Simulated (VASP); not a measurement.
# Si (P1) in VASP: single point with PBE

Aim: the single point of Si with PBE.

Program: VASP 6.6.1. These are calculated values, not measurements. Logs are shortened: lines on timing, memory, paths and dates and some standing lists are left out, and cuts for length are marked.

### 1 The cell of the first run

The typed cell holds 8 atoms: a = 5.431 Å, b = 5.431 Å, c = 5.431 Å, α = 90.00°, β = 90.00°, γ = 90.00°.

### 2 Single point, PBE

Contents of INCAR:

```
PREC = Accurate
ENCUT = 500
EDIFF = 1E-6
ISMEAR = 0
SIGMA = 0.01
LREAL = False
LASPH = True
NELM = 120
ALGO = Normal
ISIF = 2
LWAVE = False
LCHARG = True
GGA = PE
LELF = True
LVHAR = True
NBANDS = 26
GGA_COMPAT = False
```

Contents of KPOINTS:

```
Automatic mesh
0
Gamma
  1 1 1
```

Contents of POSCAR:

```
Si
1.0
    5.4310000000      0.0000000000      0.0000000000
    0.0000000000      5.4310000000      0.0000000000
    0.0000000000      0.0000000000      5.4310000000
Si
8
Direct
    0.0101290000      0.0000400000      0.0000890000
   -0.0001970000      0.4900590000      0.5000950000
    0.4999920000     -0.0000060000      0.5148980000
    0.4999630000      0.5000330000      0.0001460000
    0.2500290000      0.2599810000      0.2499260000
    0.2501040000      0.7499290000      0.7398230000
    0.7600220000      0.2500070000      0.7501310000
    0.7499760000      0.7500730000      0.2499460000
```

Potentials or basis: VASP PAW PBE potentials, release 64 (Si).

The run is started by

```
> cat potpaw_PBE.64/Si/POTCAR > POTCAR
> mpirun -np 1 vasp_gam > vasp.out
```

OUTCAR:

```text
PREC = Accurate
   ENCUT = 500
   EDIFF = 1E-6
   ISMEAR = 0
   LREAL = False
   LASPH = True
   NELM = 120
   ISIF = 2
   GGA = PE

 ion  position               nearest neighbor table
   1  0.010  0.000  0.000-   7 2.35   5 2.35   6 2.35   8 2.38
   2  1.000  0.490  0.500-   7 2.29   5 2.29   6 2.35   8 2.38
   3  0.500  1.000  0.515-   6 2.28   7 2.34   8 2.40   5 2.43
   4  0.500  0.500  0.000-   5 2.32   8 2.35   6 2.38   7 2.38
   5  0.250  0.260  0.250-   2 2.29   4 2.32   1 2.35   3 2.43
   6  0.250  0.750  0.740-   3 2.28   2 2.35   1 2.35   4 2.38
   7  0.760  0.250  0.750-   2 2.29   3 2.34   1 2.35   4 2.38
   8  0.750  0.750  0.250-   4 2.35   1 2.38   2 2.38   3 2.40

  LATTYP: Found a simple cubic cell.
 ALAT       =     5.4310000000

  Lattice vectors:

 A1 = (   5.4310000000,   0.0000000000,   0.0000000000)
 A2 = (   0.0000000000,   5.4310000000,   0.0000000000)
 A3 = (   0.0000000000,   0.0000000000,   5.4310000000)

Analysis of symmetry for initial positions (statically):
=====================================================================
 Subroutine PRICEL returns:
 Original cell was already a primitive cell.

 Routine SETGRP: Setting up the symmetry group for a
 simple cubic supercell.

 Subroutine GETGRP returns: Found  1 space group operations
 (whereof  1 operations were pure point group operations)
 out of a pool of 48 trial point group operations.

The static configuration has the point symmetry C_1 .

Analysis of symmetry for dynamics (positions and initial velocities):
=====================================================================
 Subroutine PRICEL returns:
 Original cell was already a primitive cell.

 Routine SETGRP: Setting up the symmetry group for a
 simple cubic supercell.

 Subroutine GETGRP returns: Found  1 space group operations
 (whereof  1 operations were pure point group operations)
 out of a pool of 48 trial point group operations.

The dynamic configuration has the point symmetry C_1 .

 Subroutine INISYM returns: Found  1 space group operations
 (whereof  1 operations are pure point group operations),
 and found     1 'primitive' translations

[... 82 lines left out ...]
   EDIFF  = 0.1E-05   stopping-criterion for ELM
   LREAL  =      F    real-space projection
   EDIFFG = 0.1E-04   stopping-criterion for IOM
   NSW    =      0    number of steps for IOM
   IBRION =     -1    ionic relax: 0-MD 1-quasi-New 2-CG
   NFREE  =      0    steps in history (QN), initial steepest desc. (CG)
   ISIF   =      2    stress and relaxation
   ISYM   =      2    0-nonsym 1-usesym 2-fastsym
   POTIM  = 0.5000    time-step for ionic-motion
   TEBEG  =    0.0;   TEEND  =   0.0 temperature during run
   PSTRESS=    0.0 pullay stress
   NELECT =      32.0000    total number of electrons
   NUPDOWN=      -1.0000    fix difference up-down
   EMIN   =  10.00;   EMAX   =-10.00  energy-range for DOS
   EFERMI =   0.00;   METHOD = LEGACY
   ISMEAR =     0;   SIGMA  =   0.01  broadening in eV -4-tet -1-fermi 0-gaus
   EFERMI_NEDOS =   21; number of points for ismear=-14 and -15
   IALGO  =     38    algorithm
   IMIX   =      4    mixing-type and parameters
     AMIX     =   0.40;   BMIX     =  1.00
     AMIX_MAG =   1.60;   BMIX_MAG =  1.00
  volume/ion in A,a.u.               =      20.02       135.13
  Fermi-wavevector in a.u.,A,eV,Ry     =   0.956999  1.808467 12.460868  0.915848
  Thomas-Fermi vector in A             =   2.085978
   LORBIT       =      0    0 simple, 1 ext, 2 COOP (PROOUT), +10 PAW based schemes
   GGA     = PE    functional components
   LHFCALC =     F    Hartree Fock is set to
   AEXX    =    0.0000 exact exchange contribution
   IVDW    =     0    specifies the selected vdW correction
   LEPSILON=     F    determine dielectric tensor
   LRPA    =     F    only Hartree local field effects (RPA)
 non-spin polarized calculation
 Gauss-broadening in eV      SIGMA  =   0.01
  energy-cutoff  :      500.00
  volume of cell :      160.19
 maximum number of plane-waves:      2034
 NGX is ok and might be reduce to    40
   NGX = 19   NGY = 19   NGZ = 19

 number of electron      32.0000003 magnetization

 Free energy of the ion-electron system (eV)
  ---------------------------------------------------
  ext. energy  EPLUGINS =         0.00000000
  ---------------------------------------------------
  free energy    TOTEN  =       -33.06655094 eV

  energy without entropy =      -33.06655094  energy(sigma->0) =      -33.06655094

 E-fermi :   6.4083     XC(G=0):  -9.1988

 val. band max:        6.3222193143   @ k =   0.0000   0.0000   0.0000
 cond. band min:       6.5865798072   @ k =   0.0000   0.0000   0.0000
 fundamental gap:      0.2643604929
 Fermi energy:         6.4083065782

 k-point     1 :       0.0000    0.0000    0.0000
  band No.  band energies     occupation
      1      -5.8861      2.00000
      2      -1.9253      2.00000
      3      -1.8399      2.00000
      4      -1.7387      2.00000
      5      -1.6772      2.00000
      6      -1.5935      2.00000
[... 18 lines left out ...]
     25       8.7076      0.00000
     26       9.5220      0.00000

------------------------ aborting loop because EDIFF is reached ----------------------------------------

  FORCE on cell =-STRESS in cart. coord.  units (eV):
  Direction    XX          YY          ZZ          XY          YZ          ZX
  --------------------------------------------------------------------------------------
  -------------------------------------------------------------------------------------
  Total       10.9181048     10.6030314     10.7966006      1.5035854     -0.0742120     -1.0488414
  in kB      109.1989421    106.0476923    107.9837014     15.0383185     -0.7422419    -10.4901327
  external PRESSURE =     107.7434453 kB  Pullay stress =       0.0000000 kB

 VOLUME and BASIS-vectors are now :
 -----------------------------------------------------------------------------
  energy-cutoff  :      500.00
  volume of cell :      160.19
      direct lattice vectors                 reciprocal lattice vectors
     5.431000000  0.000000000  0.000000000     0.184128153  0.000000000  0.000000000
     0.000000000  5.431000000  0.000000000     0.000000000  0.184128153  0.000000000
     0.000000000  0.000000000  5.431000000     0.000000000  0.000000000  0.184128153

 POSITION                                       TOTAL-FORCE (eV/Angst)
 -----------------------------------------------------------------------------------
      0.05501      0.00022      0.00048         0.175685     -0.094421     -0.004769
      5.42993      2.66151      2.71602        -0.320500      0.847107     -0.603757
      2.71546      5.43097      2.79641         0.327317      0.748535     -0.881050
      2.71530      2.71568      0.00079         0.211489      0.354326     -0.749878
      1.35791      1.41196      1.35735         0.486456     -0.764124      0.401728
      1.35831      4.07286      4.01798        -0.441960     -0.927110      0.553398
      4.12768      1.35779      4.07396        -0.236505     -0.319964      0.953990
      4.07312      4.07365      1.35746        -0.201982      0.155651      0.330338
 -----------------------------------------------------------------------------------
    total drift:                                0.000043     -0.000001     -0.000025

  FREE ENERGIE OF THE ION-ELECTRON SYSTEM (eV)
  ---------------------------------------------------
  free  energy   TOTEN  =       -33.0665509407 eV

  energy  without entropy=      -33.0665509407  energy(sigma->0) =      -33.06655094
```

stdout:

```text
POSCAR found type information on POSCAR Si
 POSCAR found :  1 types and       8 ions
 scaLAPACK will be used
 LDA part: xc-table for (Slater+PW92), standard interpolation
 POSCAR, INCAR and KPOINTS ok, starting setup
 FFT: planning ... GRIDC
 FFT: planning ... GRID_SOFT
 FFT: planning ... GRID
 WAVECAR not read
 entering main loop
```

Run time: 20 s. Hardware: 1 thread of AMD EPYC 7R13, shared host; peak memory 0.18 GiB.

What came out:

| Item | Value |
| --- | --- |
| Free energy | -33.0666 eV |
| Pressure | 10.8 GPa |
| Largest force | 1.202 eV/Å |
| Band gap on the k mesh | 0.26 eV |

Forces in eV/Å, atoms in the order of the input:
```
Si   0.176 -0.094 -0.005
Si  -0.321  0.847 -0.604
Si   0.327  0.749 -0.881
Si   0.211  0.354 -0.750
Si   0.486 -0.764  0.402
Si  -0.442 -0.927  0.553
Si  -0.237 -0.320  0.954
Si  -0.202  0.156  0.330
```

Levels at points of the mesh, in eV from the valence-band top:
```tsv
k point	band 12	band 13	band 14	band 15	band 16	band 17	band 18	band 19	band 20	band 21
(0.00, 0.00, 0.00)	-3.06	-3.01	-0.39	-0.18	0.00	0.26	0.34	0.40	0.43	0.51
```

Caveat: the k points lie up to 1.16 Å⁻¹ apart; forces of over 1 eV/Å act on the atoms, so gaps and moduli don't describe the material at rest. A k mesh can miss the band edges.
